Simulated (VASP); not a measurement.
# Sb (I4/mmm) in VASP: further runs

Runs on Sb. Level: LDA. Tasks: electric field gradients.

Program: VASP 6.6.1. These are calculated values, not measurements. Logs are shortened: lines on timing, memory, paths and dates and some standing lists are left out, and cuts for length are marked.

## Step 1: The cell of the first run

The structure is tetragonal, space group I4/mmm (No. 139). The conventional cell has a = 2.969 Å, b = 2.969 Å, c = 4.893 Å, α = 90.00°, β = 90.00°, γ = 90.00°. Sb (site symmetry 4/mmm) has 12 Sb at 2.97 to 3.22 Å within 3.9 Å.

## Step 2: Electric field gradients, LDA (21.57 Å³/atom)

Contents of INCAR:

```
ALGO = Normal ; EDIFF = 1E-8
ENCUT = 520 ; ISIF = 2
ISMEAR = -1 ; LASPH = True
LCHARG = False ; LEFG = True
LREAL = False ; LWAVE = False
NBANDS = 8 ; NELM = 80
PREC = Accurate ; SIGMA = 0.05
```

Contents of KPOINTS:

```
k-points
0
Gamma
  19 19 19
```

Contents of POSCAR:

```
Sb
1.0
   -1.4846596688      1.4846596688      2.4464823777
    1.4846596688     -1.4846596688      2.4464823777
    1.4846596688      1.4846596688     -2.4464823777
Sb
1
Direct
    0.0000000000      0.0000000000      0.0000000000
```

Potentials or basis: VASP PAW LDA potentials, release 64 (Sb).

On the command line:

```bash
cat potpaw_LDA.64/Sb/POTCAR > POTCAR
mpirun -np 1 vasp_std > vasp.out
```

OUTCAR:

```text
EDIFF = 1E-8
   ENCUT = 520
   ISIF = 2
   ISMEAR = -1
   LASPH = True
   LREAL = False
   NELM = 80
   PREC = Accurate

 ion  position               nearest neighbor table
   1  0.000  0.000  0.000-

  LATTYP: Found a body centered tetragonal cell.
 ALAT       =     2.9693193376
 C/A-ratio  =     1.6478405315

  Lattice vectors:

 A1 = (  -1.4846596688,   1.4846596688,   2.4464823777)
 A2 = (   1.4846596688,  -1.4846596688,   2.4464823777)
 A3 = (   1.4846596688,   1.4846596688,  -2.4464823777)

Analysis of symmetry for initial positions (statically):
=====================================================================
 Subroutine PRICEL returns:
 Original cell was already a primitive cell.

 Routine SETGRP: Setting up the symmetry group for a
 body centered tetragonal supercell.

 Subroutine GETGRP returns: Found 16 space group operations
 (whereof 16 operations were pure point group operations)
 out of a pool of 16 trial point group operations.

The static configuration has the point symmetry D_4h.

Analysis of symmetry for dynamics (positions and initial velocities):
=====================================================================
 Subroutine PRICEL returns:
 Original cell was already a primitive cell.

 Routine SETGRP: Setting up the symmetry group for a
 body centered tetragonal supercell.

 Subroutine GETGRP returns: Found 16 space group operations
 (whereof 16 operations were pure point group operations)
 out of a pool of 16 trial point group operations.

The dynamic configuration has the point symmetry D_4h.

 Subroutine INISYM returns: Found 16 space group operations
 (whereof 16 operations are pure point group operations),
 and found     1 'primitive' translations

----------------------------------------------------------------------------------------

                                     Primitive cell

  volume of cell :      21.5703

  direct lattice vectors                    reciprocal lattice vectors
    -1.484659669  1.484659669  2.446482378     0.000000000  0.336777519  0.204375067
     1.484659669 -1.484659669  2.446482378     0.336777519  0.000000000  0.204375067
     1.484659669  1.484659669 -2.446482378     0.336777519  0.336777519  0.000000000

  length of vectors
     3.223926905  3.223926905  3.223926905     0.393939418  0.393939418  0.476275335

  position of ions in fractional coordinates (direct lattice)
     0.000000000  0.000000000  0.000000000

  ion indices of the primitive-cell ions
   primitive index   ion index
                 1           1

----------------------------------------------------------------------------------------

 KPOINTS: k-points

Automatic generation of k-mesh.
 Grid dimensions read from file:
 generate k-points for:   19   19   19

 Generating k-lattice:

  Cartesian coordinates                     Fractional coordinates (reciprocal lattice)
     0.000000000  0.017725133  0.010756582     0.052631579  0.000000000 -0.000000000
     0.017725133  0.000000000  0.010756582     0.000000000  0.052631579 -0.000000000
     0.017725133  0.017725133  0.000000000     0.000000000  0.000000000  0.052631579

  Length of vectors
     0.020733654  0.020733654  0.025067123

  Shift w.r.t. Gamma in fractional coordinates (k-lattice)
     0.000000000  0.000000000  0.000000000

 Subroutine IBZKPT returns following result:
 ===========================================

 Found    550 irreducible k-points:

 Following reciprocal coordinates:
            Coordinates               Weight
  0.000000  0.000000  0.000000      1.000000
  0.052632 -0.000000  0.000000      8.000000
  0.105263 -0.000000  0.000000      8.000000
  0.157895  0.000000  0.000000      8.000000
  0.210526  0.000000  0.000000      8.000000
  0.263158  0.000000  0.000000      8.000000
[... 16 lines left out ...]
 -0.315789  0.052632 -0.000000     16.000000
 -0.263158  0.052632  0.000000     16.000000
 [... further k-points ...]
   k-points           NKPTS =    550   k-points in BZ     NKDIM =    550   number of bands    NBANDS=      8
   number of dos      NEDOS =    301   number of ions     NIONS =      1
   total plane-waves  NPLWV =  13824
   dimension x,y,z NGX =    24 NGY =   24 NGZ =   24
   dimension x,y,z NGXF=    48 NGYF=   48 NGZF=   48
   ions per type =               1
   NGX,Y,Z   is equivalent  to a cutoff of  12.38, 12.38, 12.38 a.u.
   NGXF,Y,Z  is equivalent  to a cutoff of  24.75, 24.75, 24.75 a.u.
 SYSTEM =  unknown system
   PREC   = accura    normal or accurate (medium, high low for compatibility)
   ISTART =      0    job   : 0-new  1-cont  2-samecut
   ICHARG =      2    charge: 1-file 2-atom 10-const
   ISPIN  =      1    spin polarized calculation?
   LNONCOLLINEAR =      F non collinear calculations
   LSORBIT =      F    spin-orbit coupling
   LASPH  =      T    aspherical Exc in radial PAW
   ENCUT  =  520.0 eV  38.22 Ry    6.18 a.u.   5.99  5.99  5.99*2*pi/ulx,y,z
   NELM   =     80;   NELMIN=  2; NELMDL= -5     # of ELM steps
   EDIFF  = 0.1E-07   stopping-criterion for ELM
   LREAL  =      F    real-space projection
   EDIFFG = 0.1E-06   stopping-criterion for IOM
   NSW    =      0    number of steps for IOM
   IBRION =     -1    ionic relax: 0-MD 1-quasi-New 2-CG
   NFREE  =      0    steps in history (QN), initial steepest desc. (CG)
   ISIF   =      2    stress and relaxation
   ISYM   =      2    0-nonsym 1-usesym 2-fastsym
   POTIM  = 0.5000    time-step for ionic-motion
   TEBEG  =    0.0;   TEEND  =   0.0 temperature during run
   PSTRESS=    0.0 pullay stress
   NELECT =       5.0000    total number of electrons
   NUPDOWN=      -1.0000    fix difference up-down
   EMIN   =  10.00;   EMAX   =-10.00  energy-range for DOS
   EFERMI =   0.00;   METHOD = LEGACY
   ISMEAR =    -1;   SIGMA  =   0.05  broadening in eV -4-tet -1-fermi 0-gaus
   EFERMI_NEDOS =   21; number of points for ismear=-14 and -15
   IALGO  =     38    algorithm
   IMIX   =      4    mixing-type and parameters
     AMIX     =   0.40;   BMIX     =  1.00
     AMIX_MAG =   1.60;   BMIX_MAG =  1.00
  volume/ion in A,a.u.               =      21.57       145.56
  Fermi-wavevector in a.u.,A,eV,Ry     =   1.005648  1.900400 13.759964  1.011329
  Thomas-Fermi vector in A             =   2.138341
   LORBIT       =      0    0 simple, 1 ext, 2 COOP (PROOUT), +10 PAW based schemes
   GGA     = CA    functional components
   LHFCALC =     F    Hartree Fock is set to
   AEXX    =    0.0000 exact exchange contribution
   IVDW    =     0    specifies the selected vdW correction
   LEPSILON=     F    determine dielectric tensor
   LRPA    =     F    only Hartree local field effects (RPA)
 non-spin polarized calculation
  energy-cutoff  :      520.00
  volume of cell :       21.57
 maximum number of plane-waves:       605
   NGX = 11   NGY = 11   NGZ = 11

 number of electron       5.0000000 magnetization

 Free energy of the ion-electron system (eV)
  ---------------------------------------------------
  ext. energy  EPLUGINS =         0.00000000
  ---------------------------------------------------
  free energy    TOTEN  =        -4.32605190 eV

  energy without entropy =       -4.32181919  energy(sigma->0) =       -4.32393555

 E-fermi :  11.7053     XC(G=0): -11.3458

 val. band max:       11.7027151483   @ k =  -0.3684   0.2632   0.0526
 cond. band min:      11.7074710247   @ k =  -0.3684  -0.3684   0.2105
 fundamental gap:      0.0047558765
 Fermi energy:        11.7053364238

 k-point     1 :       0.0000    0.0000    0.0000
  band No.  band energies     occupation
      1      -3.2624      2.00000
      2      18.4334      0.00000
      3      18.6716      0.00000
      4      18.6716      0.00000
      5      21.6488      0.00000
      6      22.1527      0.00000
      7      22.6583      0.00000
      8      22.6583      0.00000

 k-point     2 :       0.0526   -0.0000    0.0000
  band No.  band energies     occupation
      1      -3.1948      2.00000
      2      17.8460      0.00000
      3      18.2848      0.00000
      4      18.6275      0.00000
      5      21.4226      0.00000
      6      22.0230      0.00000
      7      22.7853      0.00000
      8      23.0661      0.00000

 k-point     3 :       0.1053   -0.0000    0.0000
  band No.  band energies     occupation
      1      -2.9920      2.00000
      2      16.2077      0.00000
      3      17.7524      0.00000
      4      18.5155      0.00000
      5      20.9831      0.00000
      6      21.9589      0.00000
      7      23.1404      0.00000
      8      23.1918      0.00000

 k-point     4 :       0.1579    0.0000    0.0000
  band No.  band energies     occupation
      1      -2.6541      2.00000
      2      14.3056      0.00000
      3      17.1032      0.00000
      4      18.3779      0.00000
      5      20.5644      0.00000
      6      21.6359      0.00000
      7      23.6572      0.00000
      8      23.9096      0.00000

 k-point     5 :       0.2105    0.0000    0.0000
  band No.  band energies     occupation
      1      -2.1816      2.00000
      2      12.3715      0.00000
      3      16.4427      0.00000
      4      18.2515      0.00000
      5      20.1303      0.00000
      6      21.4347      0.00000
      7      24.1844      0.00000
      8      24.7866      0.00000
[... 177 lines left out ...]
 k-point    22 :      -0.3684    0.0526    0.0000
  band No.  band energies     occupation
      1      -0.1683      2.00000
      2       7.5349      2.00000
      3      14.7398      0.00000
      4      17.7818      0.00000
      5      19.4415      0.00000
      6      21.4757      0.00000
      7      22.9921      0.00000
      8      24.5542      0.00000

 k-point    23 :      -0.3158    0.0526   -0.0000
  band No.  band energies     occupation
      1      -0.9884      2.00000
      2       9.2224      2.00000
      3      15.1438      0.00000
      4      17.8649      0.00000
      5      19.7396      0.00000
      6      21.8469      0.00000
      7      23.0594      0.00000
      8      24.7718      0.00000

 k-point    24 :      -0.2632    0.0526    0.0000
  band No.  band energies     occupation
      1      -1.6883      2.00000
      2      11.0310      2.00000
      3      15.6541      0.00000
      4      17.9680      0.00000
      5      20.0856      0.00000
      6      22.0603      0.00000
      7      23.4462      0.00000
      8      24.1062      0.00000

 [... further k-points ...]

------------------------ aborting loop because EDIFF is reached ----------------------------------------

  FORCE on cell =-STRESS in cart. coord.  units (eV):
  Direction    XX          YY          ZZ          XY          YZ          ZX
  --------------------------------------------------------------------------------------
  -------------------------------------------------------------------------------------
  Total        2.7567364      2.7567364      2.4156282      0.0000000     -0.0000000      0.0000000
  in kB      204.7622650    204.7622650    179.4257514      0.0000000     -0.0000000      0.0000000
  external PRESSURE =     196.3167605 kB  Pullay stress =       0.0000000 kB

 VOLUME and BASIS-vectors are now :
 -----------------------------------------------------------------------------
  energy-cutoff  :      520.00
  volume of cell :       21.57
      direct lattice vectors                 reciprocal lattice vectors
    -1.484659669  1.484659669  2.446482378     0.000000000  0.336777519  0.204375067
     1.484659669 -1.484659669  2.446482378     0.336777519  0.000000000  0.204375067
     1.484659669  1.484659669 -2.446482378     0.336777519  0.336777519  0.000000000

 POSITION                                       TOTAL-FORCE (eV/Angst)
 -----------------------------------------------------------------------------------
      0.00000      0.00000      0.00000        -0.000000      0.000000      0.000000
 -----------------------------------------------------------------------------------
    total drift:                                0.000000     -0.000000      0.000000

  FREE ENERGIE OF THE ION-ELECTRON SYSTEM (eV)
  ---------------------------------------------------
  free  energy   TOTEN  =        -4.3260519018 eV

  energy  without entropy=       -4.3218191914  energy(sigma->0) =       -4.32393555

 Electric field gradients (V/A^2)
---------------------------------------------------------------------
 ion       V_xx      V_yy      V_zz      V_xy      V_xz      V_yz
---------------------------------------------------------------------
   1     -19.060   -19.060    38.121    -0.000    -0.000    -0.000
---------------------------------------------------------------------

 Electric field gradients after diagonalization (V/A^2)
 (convention: |V_zz| > |V_xx| > |V_yy|)
----------------------------------------------------------------------
 ion       V_xx      V_yy      V_zz     asymmetry (V_yy - V_xx)/ V_zz
----------------------------------------------------------------------
   1     -19.061   -19.060    38.121       0.000
----------------------------------------------------------------------

           NMR quadrupolar parameters

 Cq : quadrupolar parameter    Cq=e*Q*V_zz/h
 eta: asymmetry parameters     (V_yy - V_xx)/ V_zz
 Q  : nuclear electric quadrupole moment in mb (millibarn)
----------------------------------------------------------------------
 ion       Cq(MHz)       eta       Q (mb)
----------------------------------------------------------------------
   1       0.092       0.000       1.000
----------------------------------------------------------------------
```

Wall time 86 s (1 thread of Intel Xeon 8259CL, shared host); peak memory 0.2 GiB.

Results:

```yaml
Free_energy: -4.3261 eV
Pressure: 19.6 GPa
Band_gap_on_the_k_mesh: zero (an odd number of electrons rules out a gap without spin polarisation)
Largest_electric_field_gradient_by_atom: Sb +38.1 V/Å²
```

Electric field gradients, principal values (V/Å²):
```csv
atom,least,middle,greatest (by size)
1 Sb,-19.060,-19.061,38.121
```

Caveat: the cell stands under pressure; without QUAD_EFG the Cq values of the log hold for a quadrupole moment of 1 mb, not for the nuclei; spin-orbit coupling is left out, which moves the levels of the heavy elements.

[end of part 1 of 2]
